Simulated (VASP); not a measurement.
A run of VASP 6.6.1:

INCAR

```
PREC = Accurate ; ENCUT = 520
EDIFF = 1E-7 ; ISMEAR = -1
SIGMA = 0.05 ; LREAL = F
LASPH = T ; NELM = 60
ALGO = Fast ; ISIF = 2
LWAVE = F ; LCHARG = T
GGA = PE ; LELF = T
LVHAR = T ; NBANDS = 22
```

The input KPOINTS:

```
Automatic mesh
0
Gamma
  8 8 3
```

POSCAR

```
Re
1.0
    2.7663873939      0.0000000000      0.0000000000
   -1.3831936969      2.3957617598      0.0000000000
    0.0000000000      0.0000000000      8.9388451600
Re
4
Direct
    0.6666666667      0.3333333333      0.7500000000
    0.0000000000      0.0000000000      0.5000000000
    0.3333333333      0.6666666667      0.2500000000
    0.0000000000      0.0000000000      0.0000000000
```

Potentials or basis: VASP PAW PBE potentials, release 64 (Re).

Launch:

```console
$ cat potpaw_PBE.64/Re/POTCAR > POTCAR
$ mpirun -np 1 vasp_std > vasp.out
```

Hardware: 1 thread of Intel Xeon 8259CL, on a shared host.

How long does it take, and how much memory?

Run time: 110 s on 1 thread of Intel Xeon 8259CL, on a shared host, peak memory 0.19 GiB. Counts: scf iterations 20, k points 20.
